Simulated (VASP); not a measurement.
# Be2Cd2O (P4/mmm) in VASP: a series of runs, part 2 of 2

VASP 6.6.1. Earlier steps stand in the parts before.

## (5) Single point, PBE, collinear spin, ferromagnetic start

This run uses another cell than the first one, of 16.40 Å³/atom.

The input, INCAR:

```
PREC     = Accurate       # precision mode
ENCUT    = 520            # plane-wave cutoff, eV
EDIFF    = 1E-6           # SCF threshold, eV
ISMEAR   = 0              # smearing method
SIGMA    = 0.1            # smearing width, eV
LREAL    = False          # projectors in reciprocal space
LASPH    = True           # aspherical terms in the spheres
NELM     = 150            # most SCF steps
ALGO     = Normal         # electronic algorithm
ISIF     = 2              # what is computed and relaxed
LWAVE    = False          # write WAVECAR
LCHARG   = False          # write CHGCAR
ISPIN    = 2              # spin polarisation
MAGMOM   = 0 0 0 0 1      # initial moments
LORBIT   = 11             # projections on sites
GGA      = PE             # functional
NBANDS   = 29             # bands
```

The input, KPOINTS:

```
Automatic mesh
0
Gamma
  4 4 4
```

The input, POSCAR:

```
Be2Cd2O
1.0
    4.5465467984      0.0000000000      0.0000000000
    0.0000000000      4.5465467984      0.0000000000
    0.0000000000      0.0000000000      3.9669386010
Be Cd O
2 2 1
Direct
    0.5000000000      0.5000000000      0.2465706640
    0.5000000000      0.5000000000      0.7534293360
    0.0000000000      0.5000000000      0.5000000000
    0.5000000000      0.0000000000      0.5000000000
    0.0000000000      0.0000000000      0.0000000000
```

Potentials or basis: VASP PAW PBE potentials, release 64 (Be, Cd, O).

The run is started by

```sh
$ cat potpaw_PBE.64/Be/POTCAR potpaw_PBE.64/Cd/POTCAR potpaw_PBE.64/O/POTCAR > POTCAR
$ mpirun -np 1 vasp_std > vasp.out
```

OUTCAR:

```text
PREC = Accurate
   ENCUT = 520
   EDIFF = 1E-6
   ISMEAR = 0
   LREAL = False
   LASPH = True
   NELM = 150
   ISIF = 2
   ISPIN = 2
   LORBIT = 11
   GGA = PE

 ion  position               nearest neighbor table
   1  0.500  0.500  0.247-   2 1.96   2 2.01   3 2.49   4 2.49   4 2.49   3 2.49
   2  0.500  0.500  0.753-   1 1.96   1 2.01   4 2.49   3 2.49   4 2.49   3 2.49
   3  0.000  0.500  0.500-   2 2.49   2 2.49   1 2.49   1 2.49   4 3.21   4 3.21   4 3.21   4 3.21

   4  0.500  0.000  0.500-   2 2.49   2 2.49   1 2.49   1 2.49   3 3.21   3 3.21   3 3.21   3 3.21

   5  0.000  0.000  0.000-

  LATTYP: Found a simple tetragonal cell.
 ALAT       =     4.5465467984
 C/A-ratio  =     0.8725168302

  Lattice vectors:

 A1 = (   4.5465467984,   0.0000000000,   0.0000000000)
 A2 = (   0.0000000000,   4.5465467984,   0.0000000000)
 A3 = (   0.0000000000,   0.0000000000,   3.9669386010)

Analysis of symmetry for initial positions (statically):
=====================================================================
 Subroutine PRICEL returns:
 Original cell was already a primitive cell.

 Routine SETGRP: Setting up the symmetry group for a
 simple tetragonal supercell.

 Subroutine GETGRP returns: Found 16 space group operations
 (whereof 16 operations were pure point group operations)
 out of a pool of 16 trial point group operations.

The static configuration has the point symmetry D_4h.

Analysis of symmetry for dynamics (positions and initial velocities):
=====================================================================
 Subroutine PRICEL returns:
 Original cell was already a primitive cell.

 Routine SETGRP: Setting up the symmetry group for a
 simple tetragonal supercell.

 Subroutine GETGRP returns: Found 16 space group operations
 (whereof 16 operations were pure point group operations)
 out of a pool of 16 trial point group operations.

The dynamic configuration has the point symmetry D_4h.
[... 162 lines left out ...]

 val. band max:        1.4339697285   @ k =   0.2500   0.2500   0.5000
 cond. band min:       1.4797974918   @ k =   0.2500   0.0000   0.2500
 fundamental gap:      0.0458277633
 Fermi energy:         1.4577406515

 spin component 1

 k-point     1 :       0.0000    0.0000    0.0000
  band No.  band energies     occupation
      1     -15.1401      1.00000
      2      -8.0223      1.00000
      3      -7.2318      1.00000
      4      -6.8719      1.00000
      5      -6.8719      1.00000
      6      -6.8631      1.00000
[... 565 lines left out ...]
     28      12.4119      0.00000
     29      13.0518      0.00000
 Fermi energy:         1.4577406515

 spin component 2

 k-point     1 :       0.0000    0.0000    0.0000
  band No.  band energies     occupation
      1     -13.7738      1.00000
      2      -7.9056      1.00000
      3      -7.2037      1.00000
      4      -6.8532      1.00000
      5      -6.8532      1.00000
      6      -6.8478      1.00000
[... 565 lines left out ...]
     28      12.7351      0.00000
     29      13.1769      0.00000

------------------------ aborting loop because EDIFF is reached ----------------------------------------

  FORCE on cell =-STRESS in cart. coord.  units (eV):
  Direction    XX          YY          ZZ          XY          YZ          ZX
  --------------------------------------------------------------------------------------
  -------------------------------------------------------------------------------------
  Total        0.5128270      0.5128270      0.2435931      0.0000000      0.0000000      0.0000000
  in kB       10.0198834     10.0198834      4.7594495      0.0000000      0.0000000      0.0000000
  external PRESSURE =       8.2664055 kB  Pullay stress =       0.0000000 kB

 VOLUME and BASIS-vectors are now :
 -----------------------------------------------------------------------------
  energy-cutoff  :      520.00
  volume of cell :       82.00
      direct lattice vectors                 reciprocal lattice vectors
     4.546546798  0.000000000  0.000000000     0.219947148  0.000000000  0.000000000
     0.000000000  4.546546798  0.000000000     0.000000000  0.219947148  0.000000000
     0.000000000  0.000000000  3.966938601     0.000000000  0.000000000  0.252083559

 POSITION                                       TOTAL-FORCE (eV/Angst)
 -----------------------------------------------------------------------------------
      2.27327      2.27327      0.97813         0.000000     -0.000000      0.238875
      2.27327      2.27327      2.98881         0.000000      0.000000     -0.238875
      0.00000      2.27327      1.98347         0.000000      0.000000      0.000000
      2.27327      0.00000      1.98347         0.000000      0.000000      0.000000
      0.00000      0.00000      0.00000         0.000000      0.000000      0.000000
 -----------------------------------------------------------------------------------
    total drift:                                0.000000     -0.000000      0.000000

  FREE ENERGIE OF THE ION-ELECTRON SYSTEM (eV)
  ---------------------------------------------------
  free  energy   TOTEN  =       -10.9287760473 eV

  energy  without entropy=      -10.9140995873  energy(sigma->0) =      -10.92143782

 total charge

# of ion       s       p       d       tot
------------------------------------------
    1        0.480   0.617   0.000   1.096
    2        0.480   0.617   0.000   1.096
    3        0.541   0.257   9.505  10.303
    4        0.541   0.257   9.505  10.303
    5        1.603   3.117   0.000   4.720
--------------------------------------------------
tot          3.644   4.865  19.010  27.519

 magnetization (x)

# of ion       s       p       d       tot
------------------------------------------
    1        0.031   0.137   0.000   0.169
    2        0.031   0.137   0.000   0.169
    3        0.029   0.004   0.008   0.041
    4        0.029   0.004   0.008   0.041
    5        0.008   0.719   0.000   0.727
--------------------------------------------------
tot          0.128   1.001   0.017   1.146
```

OSZICAR:

```text
N       E                     dE             d eps       ncg     rms          rms(c)
DAV:   1     0.219750318038E+03    0.21975E+03   -0.15919E+04  2088   0.108E+03
DAV:   2    -0.385904329644E+01   -0.22361E+03   -0.20597E+03  2284   0.285E+02
DAV:   3    -0.140826412791E+02   -0.10224E+02   -0.10008E+02  2525   0.633E+01
[... 17 lines left out ...]
DAV:  21    -0.109285952245E+02   -0.12555E-03   -0.14481E-04  2163   0.610E-02    0.339E-01
DAV:  22    -0.109287262635E+02   -0.13104E-03   -0.65763E-04  2088   0.124E-01    0.155E-01
DAV:  23    -0.109287716938E+02   -0.45430E-04   -0.29082E-04  2118   0.891E-02    0.380E-02
DAV:  24    -0.109287754727E+02   -0.37789E-05   -0.14520E-05  2343   0.198E-02    0.155E-02
DAV:  25    -0.109287760473E+02   -0.57469E-06   -0.91556E-07  1693   0.470E-03
   1 F= -.10928776E+02 E0= -.10921438E+02  d E =-.146765E-01  mag=     1.4335
```

stdout:

```text
POSCAR found type information on POSCAR BeCdO
 POSCAR found :  3 types and       5 ions
 scaLAPACK will be used
 LDA part: xc-table for (Slater+PW92), standard interpolation
 POSCAR, INCAR and KPOINTS ok, starting setup
 FFT: planning ... GRIDC
 FFT: planning ... GRID_SOFT
 FFT: planning ... GRID
 WAVECAR not read
 entering main loop
```

Run time: 3.9 min. Hardware: 1 thread of Intel Xeon 8259CL, shared host; peak memory 0.25 GiB.

Results:

```
Free energy                                           : -10.9288 eV
Pressure                                              : 0.8 GPa
Largest force                                         : 0.239 eV/Å
Net moment                                            : 1.43 μB per cell
Site moments                                          : Be +0.17; Cd +0.04; O +0.73 μB
Valence electrons inside the program's atomic spheres : Be 1.10; Cd 10.30; O 4.72
```

Forces in eV/Å, atoms in the order of the input:
```
Be   0.000  0.000  0.239
Be   0.000  0.000 -0.239
Cd   0.000  0.000  0.000
Cd   0.000  0.000  0.000
O    0.000  0.000  0.000
```

Caveat: the k points lie up to 0.40 Å⁻¹ apart.

## (6) Summary

| task | spin | cell | cutoff (eV) | gap on the mesh (eV) | pressure (GPa) | largest force (eV/Å) |
| --- | --- | --- | --- | --- | --- | --- |
| single point | off | a = 3.866, b = 3.866, c = 5.245 Å, 5 atoms, atomic positions A | 520 | none | 9.5 | 1.78 |
| single point | off | a = 4.547, b = 4.547, c = 3.967 Å, 5 atoms, atomic positions B | 520 | none | 0.3 | - |
| relaxation of cell and atoms | off | relaxed from a = 3.866, b = 3.866, c = 5.245 Å, 5 atoms, atomic positions A | 600 | none | 0.1 | 0.03 |
| single point | collinear, ferromagnetic start | a = 4.547, b = 4.547, c = 3.967 Å, 5 atoms, atomic positions B | 520 | none | 0.8 | 0.24 |

Alike in all rows: level PBE; potentials or basis VASP PAW PBE potentials, release 64 (Be, Cd, O); k mesh 4 × 4 × 4; smearing gaussian 0.1 eV.

Caveats: all runs use coarse meshes; forces of over 1 eV/Å act on the atoms, so gaps and moduli don't describe the material at rest (at least some runs); a cell axis changed by over 15 % at a fixed basis, so the end point is rough (at least some runs).

Total energies depend on the potentials used, so only differences within one code and one set of settings carry meaning.
